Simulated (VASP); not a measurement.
# CdSe in VASP: notebook

Aim: see how the results for CdSe move with the level of theory and the settings. Levels: PBE, r2SCAN. Tasks: single point.

All numbers are computed with VASP 6.6.1; they aren't measurements. Logs are shortened: lines on timing, memory, paths and dates and some standing lists are left out, and cuts for length are marked.

### Step 1. The cell of the first run

It takes space group R3m (No. 160, trigonal). Conventional cell: a = 4.338 Å, b = 4.338 Å, c = 10.565 Å, α = 90.00°, β = 90.00°, γ = 120.00°. Cd (site symmetry 3m) has 4 Se at 2.65 Å within 3.5 Å. Se (site symmetry 3m) has 4 Cd at 2.65 Å within 3.5 Å.

### Step 2. Single point, PBE (strain along [111] -0.6%)

INCAR reads:

```
SYSTEM = CdSe
ALGO = Normal
EDIFF = 1E-6
ENCUT = 520
GGA = PE
ISIF = 2
ISMEAR = -1
LASPH = .TRUE.
LCHARG = .TRUE.
LELF = .TRUE.
LREAL = .FALSE.
LVHAR = .TRUE.
LWAVE = .FALSE.
NBANDS = 16
NELM = 60
PREC = Accurate
SIGMA = 0.02
```

KPOINTS reads:

```
k-points
0
G
  8 8 8
  0 0 0
```

POSCAR reads:

```
CdSe
1.0
   -0.0118620864      3.0559188783      3.0559188783
    3.0559188783     -0.0118620864      3.0559188783
    3.0559188783      3.0559188783     -0.0118620864
Cd Se
1 1
Direct
   -0.0004212414     -0.0004212414     -0.0004212414
    0.2504212414      0.2504212414      0.2504212414
```

Potentials or basis: VASP PAW PBE potentials, release 64 (Cd, Se).

Command:

```console
cat potpaw_PBE.64/Cd/POTCAR potpaw_PBE.64/Se/POTCAR > POTCAR
mpirun -np 1 vasp_std > vasp.out
```

OUTCAR:

```text
SYSTEM = CdSe
   EDIFF = 1E-6
   ENCUT = 520
   GGA = PE
   ISIF = 2
   ISMEAR = -1
   LASPH = .TRUE.
   LREAL = .FALSE.
   NELM = 60
   PREC = Accurate

 ion  position               nearest neighbor table
   1  1.000  1.000  1.000-   2 2.65   2 2.65   2 2.65   2 2.65
   2  0.250  0.250  0.250-   1 2.65   1 2.65   1 2.65   1 2.65

  LATTYP: Found a trigonal (rhomboedric) cell.
 ALAT       =     4.3217382025
 COS(alpha) =     0.4961145866

  Lattice vectors:

 A1 = (  -0.0118620864,   3.0559188783,   3.0559188783)
 A2 = (   3.0559188783,  -0.0118620864,   3.0559188783)
 A3 = (   3.0559188783,   3.0559188783,  -0.0118620864)

Analysis of symmetry for initial positions (statically):
=====================================================================
 Subroutine PRICEL returns:
 Original cell was already a primitive cell.

 Routine SETGRP: Setting up the symmetry group for a
 trigonal (rhombohedral) supercell.

 Subroutine GETGRP returns: Found  6 space group operations
 (whereof  6 operations were pure point group operations)
 out of a pool of 12 trial point group operations.

The static configuration has the point symmetry C_3v.

Analysis of symmetry for dynamics (positions and initial velocities):
=====================================================================
 Subroutine PRICEL returns:
 Original cell was already a primitive cell.

 Routine SETGRP: Setting up the symmetry group for a
 trigonal (rhombohedral) supercell.

 Subroutine GETGRP returns: Found  6 space group operations
 (whereof  6 operations were pure point group operations)
 out of a pool of 12 trial point group operations.

The dynamic configuration has the point symmetry C_3v.

 Subroutine INISYM returns: Found  6 space group operations
 (whereof  6 operations are pure point group operations),
 and found     1 'primitive' translations

----------------------------------------------------------------------------------------

                                     Primitive cell

  volume of cell :      57.4086

  direct lattice vectors                    reciprocal lattice vectors
    -0.011862086  3.055918878  3.055918878    -0.162667315  0.163301198  0.163301198
     3.055918878 -0.011862086  3.055918878     0.163301198 -0.162667315  0.163301198
     3.055918878  3.055918878 -0.011862086     0.163301198  0.163301198 -0.162667315

  length of vectors
     4.321738202  4.321738202  4.321738202     0.282480473  0.282480473  0.282480473

[... 78 lines left out ...]
   ENCUT  =  520.0 eV  38.22 Ry    6.18 a.u.   8.04  8.04  8.04*2*pi/ulx,y,z
   NELM   =     60;   NELMIN=  2; NELMDL= -5     # of ELM steps
   EDIFF  = 0.1E-05   stopping-criterion for ELM
   LREAL  =      F    real-space projection
   EDIFFG = 0.1E-04   stopping-criterion for IOM
   NSW    =      0    number of steps for IOM
   IBRION =     -1    ionic relax: 0-MD 1-quasi-New 2-CG
   NFREE  =      0    steps in history (QN), initial steepest desc. (CG)
   ISIF   =      2    stress and relaxation
   ISYM   =      2    0-nonsym 1-usesym 2-fastsym
   POTIM  = 0.5000    time-step for ionic-motion
   TEBEG  =    0.0;   TEEND  =   0.0 temperature during run
   PSTRESS=    0.0 pullay stress
   NELECT =      18.0000    total number of electrons
   NUPDOWN=      -1.0000    fix difference up-down
   EMIN   =  10.00;   EMAX   =-10.00  energy-range for DOS
   EFERMI =   0.00;   METHOD = LEGACY
   ISMEAR =    -1;   SIGMA  =   0.02  broadening in eV -4-tet -1-fermi 0-gaus
   EFERMI_NEDOS =   21; number of points for ismear=-14 and -15
   IALGO  =     38    algorithm
   IMIX   =      4    mixing-type and parameters
     AMIX     =   0.40;   BMIX     =  1.00
     AMIX_MAG =   1.60;   BMIX_MAG =  1.00
  volume/ion in A,a.u.               =      28.70       193.71
  Fermi-wavevector in a.u.,A,eV,Ry     =   1.112176  2.101707 16.829519  1.236935
  Thomas-Fermi vector in A             =   2.248747
   LORBIT       =      0    0 simple, 1 ext, 2 COOP (PROOUT), +10 PAW based schemes
   GGA     = PE    functional components
   LHFCALC =     F    Hartree Fock is set to
   AEXX    =    0.0000 exact exchange contribution
   IVDW    =     0    specifies the selected vdW correction
   LEPSILON=     F    determine dielectric tensor
   LRPA    =     F    only Hartree local field effects (RPA)
 non-spin polarized calculation
  energy-cutoff  :      520.00
  volume of cell :       57.41
 maximum number of plane-waves:      1572
   NGX = 17   NGY = 17   NGZ = 17

 number of electron      18.0000007 magnetization

 Free energy of the ion-electron system (eV)
  ---------------------------------------------------
  ext. energy  EPLUGINS =         0.00000000
  ---------------------------------------------------
  free energy    TOTEN  =        -5.48498962 eV

  energy without entropy =       -5.48498961  energy(sigma->0) =       -5.48498962

 E-fermi :   1.0785     XC(G=0):  -8.7938

 val. band max:        0.7989478214   @ k =   0.0000   0.0000   0.0000
 cond. band min:       1.3487613908   @ k =   0.0000   0.0000   0.0000
 fundamental gap:      0.5498135694
 Fermi energy:         1.0785099764

 k-point     1 :       0.0000    0.0000    0.0000
  band No.  band energies     occupation
      1     -11.6990      2.00000
      2      -7.0864      2.00000
      3      -7.0864      2.00000
      4      -7.0837      2.00000
      5      -6.7327      2.00000
      6      -6.7327      2.00000
[... 433 lines left out ...]
      3      -6.9999      2.00000
      4      -6.7900      2.00000
      5      -6.7427      2.00000
      6      -6.6909      2.00000
[... 8 lines left out ...]
     15      11.4879      0.00000
     16      12.3508      0.00000

 [... further k-points ...]

------------------------ aborting loop because EDIFF is reached ----------------------------------------

  FORCE on cell =-STRESS in cart. coord.  units (eV):
  Direction    XX          YY          ZZ          XY          YZ          ZX
  --------------------------------------------------------------------------------------
  -------------------------------------------------------------------------------------
  Total        0.7199034      0.7199034      0.7199034      0.0292349      0.0292349      0.0292349
  in kB       20.0912990     20.0912990     20.0912990      0.8158961      0.8158961      0.8158961
  external PRESSURE =      20.0912990 kB  Pullay stress =       0.0000000 kB

 VOLUME and BASIS-vectors are now :
 -----------------------------------------------------------------------------
  energy-cutoff  :      520.00
  volume of cell :       57.41
      direct lattice vectors                 reciprocal lattice vectors
    -0.011862086  3.055918878  3.055918878    -0.162667315  0.163301198  0.163301198
     3.055918878 -0.011862086  3.055918878     0.163301198 -0.162667315  0.163301198
     3.055918878  3.055918878 -0.011862086     0.163301198  0.163301198 -0.162667315

 POSITION                                       TOTAL-FORCE (eV/Angst)
 -----------------------------------------------------------------------------------
      6.09741      6.09741      6.09741        -0.000154     -0.000154     -0.000154
      1.52756      1.52756      1.52756         0.000154      0.000154      0.000154
 -----------------------------------------------------------------------------------
    total drift:                               -0.000119     -0.000119     -0.000119

  FREE ENERGIE OF THE ION-ELECTRON SYSTEM (eV)
  ---------------------------------------------------
  free  energy   TOTEN  =        -5.4849896180 eV

  energy  without entropy=       -5.4849896148  energy(sigma->0) =       -5.48498962
```

Run time: 15 s. Hardware: 1 thread of Intel Xeon 6975P-C (Granite Rapids), shared host; peak memory 0.21 GiB.

Results:

* Free energy: -5.4850 eV
* Pressure: 2.0 GPa
* Band gap on the k mesh: 0.55 eV, direct

Caveat: the cell differs from its parent crystal (strain along [111] -0.6%).

### Step 3. Single point, PBE (shear xy strain +1.1%)

INCAR reads:

```
SYSTEM = CdSe
PREC     = Accurate       ! precision mode
ENCUT    = 520            ! plane-wave cutoff, eV
EDIFF    = 1E-6           ! SCF threshold, eV
ISMEAR   = -1             ! smearing method
SIGMA    = 0.02           ! smearing width, eV
LREAL    = .FALSE.        ! projectors in reciprocal space
LASPH    = .TRUE.         ! aspherical terms in the spheres
NELM     = 100            ! most SCF steps
ALGO     = Normal         ! electronic algorithm
ISIF     = 2              ! what is computed and relaxed
LWAVE    = .FALSE.        ! write WAVECAR
LCHARG   = .FALSE.        ! write CHGCAR
GGA      = PE             ! functional
NBANDS   = 16             ! bands
```

KPOINTS reads:

```
regular mesh
0
G
  8 8 8
  0 0 0
```

POSCAR reads:

```
CdSe
1.0
    0.0170261844      3.0677809647      3.0677809647
    3.0677809647      0.0170261844      3.0677809647
    3.0848071491      3.0848071491      0.0000000000
Cd Se
1 1
Direct
    0.0011915085      0.0011915085     -0.0011915085
    0.2488084915      0.2488084915      0.2511915085
```

Potentials or basis: VASP PAW PBE potentials, release 64 (Cd, Se).

Command:

```console
cat potpaw_PBE.64/Cd/POTCAR potpaw_PBE.64/Se/POTCAR > POTCAR
mpirun -np 1 vasp_std > vasp.out
```

It took 21 s on 1 thread of Intel Xeon 6975P-C (Granite Rapids), shared host; peak memory 0.23 GiB.

Results (log left out):

* Free energy: -5.4885 eV
* Pressure: 1.7 GPa
* Band gap on the k mesh: 0.53 eV, direct

Stress tensor (GPa, compression positive):
```
 1.70 -0.23  0.00
-0.23  1.70  0.00
 0.00  0.00  1.70
```

Levels at points of the mesh, in eV from the valence-band top:
```
           k point  band 7  band 8  band 9  band 10  band 11  band 12
(0.00, 0.00, 0.00)   -0.05   -0.03    0.00     0.53     5.85     5.91
(0.50, 0.00, 0.00)   -4.25   -0.77   -0.73     2.30     6.38     6.38
(0.50, 0.50, 0.00)   -3.99   -1.84   -1.74     3.15     3.72     8.97
(0.00, 0.00, 0.50)   -4.28   -0.74   -0.70     2.37     6.44     6.44
(0.50, 0.00, 0.50)   -3.99   -1.79   -1.79     3.16     3.71     8.96
```

Caveat: the cell differs from its parent crystal (shear xy strain +1.1%).

(Continued in part 2 of 2.)
